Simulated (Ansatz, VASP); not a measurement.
# One calculation of Mg2I, two programs

```
Mg I
1.0
     6.49347    0.00000    0.00000
     0.00000    8.36766    0.00000
     0.00000    0.00000    3.86525
Mg I
4 2
Direct
  0.36140 0.86346 0.50000
  0.86140 0.63654 0.00000
  0.63860 0.13654 0.50000
  0.13860 0.36346 0.00000
  0.50000 0.50000 0.50000
  0.00000 0.00000 0.00000
```

Alike in both runs: functional PBE; k mesh 4 × 4 × 4; occupations gaussian, width 0.1 eV; no spin polarisation.

Ansatz relaxed the structure, and its values are those at the end. VASP's run is a single point on that final structure, the one shown.

|  | VASP | Ansatz |
| --- | --- | --- |
| version | VASP 6.6.1 | Ansatz 0.2.0 |
| potentials or method | VASP PAW PBE potentials, release 64 (Mg, I), cutoff 520 eV | scalar-relativistic, plane waves, PAW |
| valence electrons in the cell | 22 | 74 |

|  | VASP | Ansatz | Ansatz less VASP |
| --- | --- | --- | --- |
| gap on the k mesh at the Fermi level (eV) | none | none | - |
| pressure (GPa) | -0.1 | -0.1 | +0.03 |
| rms of the force components (eV/Å) | 0.005 | 0.005 | +0.0001 |

A gap of «none» marks a metal or a gap that the smearing closes. VASP's potentials hold 22 valence electrons a cell and Ansatz's 74, so a difference there can come from the potentials and not from the codes.

The k mesh is coarse, so the values compare programs but aren't converged. Spin-orbit coupling is off throughout.
